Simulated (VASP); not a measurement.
# TiC (I4/mmm) in VASP: a series of runs, part 2 of 2

VASP 6.6.1. Earlier steps stand in the parts before.

### Step 4. Single point, PBEsol (strain -0.030 along x and y, +0.015 along z)

INCAR

```
PREC = Accurate
ENCUT = 520
EDIFF = 1E-7
ISMEAR = 0
SIGMA = 0.15
LREAL = F
LASPH = T
NELM = 100
ALGO = Normal
ISIF = 2
LWAVE = F
LCHARG = F
GGA = PS
NBANDS = 15
```

KPOINTS

```
regular mesh
0
Gamma
  18 18 18
```

POSCAR

```
TiC
1.0
    0.0000000000      2.0990800000      2.1964600000
    2.0990800000      0.0000000000      2.1964600000
    2.0990800000      2.0990800000      0.0000000000
Ti C
1 1
Direct
    0.0000000000      0.0000000000      0.0000000000
    0.5000000000      0.5000000000      0.5000000000
```

Potentials or basis: VASP PAW PBE potentials, release 64 (Ti_sv, C).

Run with:

```sh
cat potpaw_PBE.64/Ti_sv/POTCAR potpaw_PBE.64/C/POTCAR > POTCAR
mpirun -np 1 vasp_std > vasp.out
```

OUTCAR:

```text
PREC = Accurate
   ENCUT = 520
   EDIFF = 1E-7
   ISMEAR = 0
   LREAL = F
   LASPH = T
   NELM = 100
   ISIF = 2
   GGA = PS

 ion  position               nearest neighbor table
   1  0.000  0.000  0.000-   2 2.10   2 2.10   2 2.10   2 2.10   2 2.20   2 2.20
   2  0.500  0.500  0.500-   1 2.10   1 2.10   1 2.10   1 2.10   1 2.20   1 2.20

  LATTYP: Found a body centered tetragonal cell.
 ALAT       =     2.9685474045
 C/A-ratio  =     1.4798214081

  Lattice vectors:

 A1 = (  -2.0990800000,   0.0000000000,   2.1964600000)
 A2 = (   2.0990800000,   0.0000000000,   2.1964600000)
 A3 = (   0.0000000000,   2.0990800000,  -2.1964600000)

Analysis of symmetry for initial positions (statically):
=====================================================================
 Subroutine PRICEL returns:
 Original cell was already a primitive cell.

 Routine SETGRP: Setting up the symmetry group for a
 body centered tetragonal supercell.

 Subroutine GETGRP returns: Found 16 space group operations
 (whereof 16 operations were pure point group operations)
 out of a pool of 16 trial point group operations.

The static configuration has the point symmetry D_4h.

Analysis of symmetry for dynamics (positions and initial velocities):
=====================================================================
 Subroutine PRICEL returns:
 Original cell was already a primitive cell.

 Routine SETGRP: Setting up the symmetry group for a
 body centered tetragonal supercell.

 Subroutine GETGRP returns: Found 16 space group operations
 (whereof 16 operations were pure point group operations)
 out of a pool of 16 trial point group operations.

The dynamic configuration has the point symmetry D_4h.

 Subroutine INISYM returns: Found 16 space group operations
 (whereof 16 operations are pure point group operations),
 and found     1 'primitive' translations

----------------------------------------------------------------------------------------

                                     Primitive cell

  volume of cell :      19.3558

  direct lattice vectors                    reciprocal lattice vectors
     0.000000000  2.099080000  2.196460000    -0.238199592  0.238199592  0.227639019
     2.099080000  0.000000000  2.196460000     0.238199592 -0.238199592  0.227639019
     2.099080000  2.099080000  0.000000000     0.238199592  0.238199592 -0.227639019

  length of vectors
     3.038185870  3.038185870  2.968547405     0.406568093  0.406568093  0.406568093

  position of ions in fractional coordinates (direct lattice)
     0.000000000  0.000000000  0.000000000
     0.500000000  0.500000000  0.500000000

  ion indices of the primitive-cell ions
   primitive index   ion index
                 1           1
                 2           2

----------------------------------------------------------------------------------------

 KPOINTS: regular mesh

Automatic generation of k-mesh.
 Grid dimensions read from file:
 generate k-points for:   18   18   18

 Generating k-lattice:

  Cartesian coordinates                     Fractional coordinates (reciprocal lattice)
    -0.013233311  0.013233311  0.012646612     0.055555556  0.000000000  0.000000000
[... 41 lines left out ...]
   k-points           NKPTS =    480   k-points in BZ     NKDIM =    480   number of bands    NBANDS=     15
   number of dos      NEDOS =    301   number of ions     NIONS =      2
   total plane-waves  NPLWV =  13824
   dimension x,y,z NGX =    24 NGY =   24 NGZ =   24
   dimension x,y,z NGXF=    48 NGYF=   48 NGZF=   48
   ions per type =               1   1
   NGX,Y,Z   is equivalent  to a cutoff of  13.13, 13.13, 13.44 a.u.
   NGXF,Y,Z  is equivalent  to a cutoff of  26.27, 26.27, 26.88 a.u.
 SYSTEM =  unknown system
   PREC   = accura    normal or accurate (medium, high low for compatibility)
   ISTART =      0    job   : 0-new  1-cont  2-samecut
   ICHARG =      2    charge: 1-file 2-atom 10-const
   ISPIN  =      1    spin polarized calculation?
   LNONCOLLINEAR =      F non collinear calculations
   LSORBIT =      F    spin-orbit coupling
   LASPH  =      T    aspherical Exc in radial PAW
   ENCUT  =  520.0 eV  38.22 Ry    6.18 a.u.   5.65  5.65  5.52*2*pi/ulx,y,z
   NELM   =    100;   NELMIN=  2; NELMDL= -5     # of ELM steps
   EDIFF  = 0.1E-06   stopping-criterion for ELM
   LREAL  =      F    real-space projection
   EDIFFG = 0.1E-05   stopping-criterion for IOM
   NSW    =      0    number of steps for IOM
   IBRION =     -1    ionic relax: 0-MD 1-quasi-New 2-CG
   NFREE  =      0    steps in history (QN), initial steepest desc. (CG)
   ISIF   =      2    stress and relaxation
   ISYM   =      2    0-nonsym 1-usesym 2-fastsym
   POTIM  = 0.5000    time-step for ionic-motion
   TEBEG  =    0.0;   TEEND  =   0.0 temperature during run
   PSTRESS=    0.0 pullay stress
   NELECT =      16.0000    total number of electrons
   NUPDOWN=      -1.0000    fix difference up-down
   EMIN   =  10.00;   EMAX   =-10.00  energy-range for DOS
   EFERMI =   0.00;   METHOD = LEGACY
   ISMEAR =     0;   SIGMA  =   0.15  broadening in eV -4-tet -1-fermi 0-gaus
   EFERMI_NEDOS =   21; number of points for ismear=-14 and -15
   IALGO  =     38    algorithm
   IMIX   =      4    mixing-type and parameters
     AMIX     =   0.40;   BMIX     =  1.00
     AMIX_MAG =   1.60;   BMIX_MAG =  1.00
  volume/ion in A,a.u.               =       9.68        65.31
  Fermi-wavevector in a.u.,A,eV,Ry     =   1.536424  2.903420 32.117893  2.360599
  Thomas-Fermi vector in A             =   2.643075
   LORBIT       =      0    0 simple, 1 ext, 2 COOP (PROOUT), +10 PAW based schemes
   GGA     = PS    functional components
   LHFCALC =     F    Hartree Fock is set to
   AEXX    =    0.0000 exact exchange contribution
   IVDW    =     0    specifies the selected vdW correction
   LEPSILON=     F    determine dielectric tensor
   LRPA    =     F    only Hartree local field effects (RPA)
 non-spin polarized calculation
 Gauss-broadening in eV      SIGMA  =   0.15
  energy-cutoff  :      520.00
  volume of cell :       19.36
 maximum number of plane-waves:       540
   NGX = 11   NGY = 11   NGZ = 11

 number of electron      16.0000001 magnetization

 Free energy of the ion-electron system (eV)
  ---------------------------------------------------
  ext. energy  EPLUGINS =         0.00000000
  ---------------------------------------------------
  free energy    TOTEN  =       -19.75702687 eV

  energy without entropy =      -19.75365284  energy(sigma->0) =      -19.75533986

 E-fermi :   9.8839     XC(G=0): -13.1090

 val. band max:        9.8762743636   @ k =   0.1111   0.0000   0.0556
 cond. band min:       9.8861447355   @ k =   0.1667   0.0000   0.1667
 fundamental gap:      0.0098703719
 Fermi energy:         9.8839303177

 k-point     1 :       0.0000    0.0000    0.0000
  band No.  band energies     occupation
      1     -46.3017      2.00000
      2     -22.4422      2.00000
      3     -22.3810      2.00000
      4     -22.3810      2.00000
      5      -2.7122      2.00000
      6      10.3227      0.00004
      7      10.6904      0.00000
      8      10.6904      0.00000
      9      11.4816      0.00000
     10      11.5146      0.00000
     11      11.7154      0.00000
     12      11.7154      0.00000
     13      11.8915      0.00000
     14      21.1381      0.00000
[... 401 lines left out ...]
      2     -22.7000      2.00000
      3     -22.4832      2.00000
      4     -22.3894      2.00000
      5      -1.3175      2.00000
      6       7.1133      2.00000
      7       8.0374      2.00000
      8       8.1215      2.00000
      9      11.5318      0.00000
     10      11.8836      0.00000
     11      13.0208      0.00000
     12      15.1051      0.00000
     13      16.7744      0.00000
     14      21.7427      0.00000
     15      24.4785      0.00000

 [... further k-points ...]

------------------------ aborting loop because EDIFF is reached ----------------------------------------

  FORCE on cell =-STRESS in cart. coord.  units (eV):
  Direction    XX          YY          ZZ          XY          YZ          ZX
  --------------------------------------------------------------------------------------
  -------------------------------------------------------------------------------------
  Total        1.7153258      1.7153258     -0.7416181      0.0000000      0.0000000      0.0000000
  in kB      141.9861325    141.9861325    -61.3874517      0.0000000      0.0000000      0.0000000
  external PRESSURE =      74.1949378 kB  Pullay stress =       0.0000000 kB

 VOLUME and BASIS-vectors are now :
 -----------------------------------------------------------------------------
  energy-cutoff  :      520.00
  volume of cell :       19.36
      direct lattice vectors                 reciprocal lattice vectors
     0.000000000  2.099080000  2.196460000    -0.238199592  0.238199592  0.227639019
     2.099080000  0.000000000  2.196460000     0.238199592 -0.238199592  0.227639019
     2.099080000  2.099080000  0.000000000     0.238199592  0.238199592 -0.227639019

 POSITION                                       TOTAL-FORCE (eV/Angst)
 -----------------------------------------------------------------------------------
      0.00000      0.00000      0.00000         0.000000     -0.000000     -0.000000
      2.09908      2.09908      2.19646        -0.000000      0.000000      0.000000
 -----------------------------------------------------------------------------------
    total drift:                                0.000000     -0.000000     -0.000000

  FREE ENERGIE OF THE ION-ELECTRON SYSTEM (eV)
  ---------------------------------------------------
  free  energy   TOTEN  =       -19.7570268742 eV

  energy  without entropy=      -19.7536528439  energy(sigma->0) =      -19.75533986
```

It took 87 s on 1 thread of AMD EPYC 9R45 (Zen 5), shared host; peak memory 0.22 GiB.

Results:

- Free energy: -19.7570 eV
- Pressure: 7.4 GPa
- Band gap on the k mesh: zero (band 8 reaches 10.69 eV, above the bottom of band 9 at 9.33 eV)

Levels at points of the mesh, in eV from the Fermi level:
```
           k point  band 5  band 6  band 7  band 8  band 9  band 10  band 11  band 12
(0.00, 0.00, 0.00)  -12.60    0.44    0.81    0.81    1.60     1.63     1.83     1.83
(0.50, 0.00, 0.00)   -8.82   -6.10   -3.12   -3.03    3.02     3.22     4.42     8.33
(0.50, 0.50, 0.00)  -10.32   -3.80   -1.77    0.25    0.25     2.91     3.74     3.74
(0.50, 0.00, 0.50)  -10.24   -3.29   -1.84   -0.12   -0.06     2.90     3.61     3.93
```

Caveat: the cell differs from its parent crystal (strain -0.030 along x and y, +0.015 along z); the PAW data sets were made with another functional, which shifts forces and pressure a little.

### Step 5. Overview

```tsv
cell	gap on the mesh (eV)	pressure (GPa)
a = 3.015, b = 3.015, c = 2.969 Å, angles 60.5, 60.5, 59.0°, 2 atoms	none	11.2
a = 2.992, b = 2.992, c = 3.014 Å, angles 59.7, 59.7, 60.5°, 2 atoms	none	10.7
a = 3.038, b = 3.038, c = 2.969 Å, angles 60.8, 60.8, 58.5°, 2 atoms	none	7.4
```

Alike in all rows: task single point; level PBEsol; potentials or basis VASP PAW PBE potentials, release 64 (Ti_sv, C); no spin polarisation; k mesh 18 × 18 × 18; cutoff (eV) 520; smearing gaussian 0.15 eV.

Caveats: the PAW data sets were made with another functional, which shifts forces and pressure a little.

Absolute energies hang on the potentials; compare differences alone.
